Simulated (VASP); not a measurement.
Set up this calculation in VASP 6.6.1, as the native input.

- Task: relaxation of cell and atoms
- Functional: LDA
- Potentials or basis: VASP PAW LDA potentials, release 64 (Mg)
- Cutoff: 600 eV
- k mesh: 12 × 12 × 6
- Occupations: gaussian, width 0.1 eV
- Spin: no spin polarisation
- Dipole correction: no
- Further INCAR settings: ALGO = Normal; EDIFF = 1e-06; IBRION = 2; EDIFFG = -0.002; NSW = 100; ISIF = 3

The structure of Mg lies in POSCAR:

```
Mg
1.0
    3.2093000000      0.0000000000      0.0000000000
   -1.6046500000      2.7793353300      0.0000000000
    0.0000000000      0.0000000000      5.2103000000
Mg
2
Direct
    0.3333333300      0.6666666700      0.2500000000
    0.6666666700      0.3333333300      0.7500000000
```

These files were run (other wordings do the same):

INCAR

```
SYSTEM = Mg
PREC = Accurate
ENCUT = 600
EDIFF = 1E-6
ISMEAR = 0
SIGMA = 0.1
LREAL = .False.
LASPH = .True.
NELM = 100
ALGO = Normal
ISIF = 3
LWAVE = .False.
LCHARG = .False.
GGA = CA
IBRION = 2
NSW = 100
EDIFFG = -0.002
```

KPOINTS

```
Automatic mesh
0
Gamma
  12 12 6
  0 0 0
```

Potentials or basis: VASP PAW LDA potentials, release 64 (Mg).

Run with:

```sh
$ cat potpaw_LDA.64/Mg/POTCAR > POTCAR
$ mpirun -np 1 vasp_std > vasp.out
```

Results of the run:

```
Relaxed volume                         : 21.45 Å³/atom
Relaxed cell                           : a = 3.139 Å, b = 3.139 Å, c = 5.026 Å, α = 90.00°, β = 90.00°, γ = 120.00°
Space group after relaxing (to 0.05 Å) : P6_3/mmc (No. 194)
Energy gained by relaxing              : 17.1 meV/atom
Ionic steps                            : 8
Pressure after relaxing                : 0.0 GPa
Band gap on the k mesh                 : zero (band 2 reaches 3.82 eV, above the bottom of band 3 at 1.69 eV)
```

Run time: 24 s on 1 thread of Intel(R) Xeon(R) 6975P-C (Granite Rapids) (shared host), peak memory 0.17 GiB.
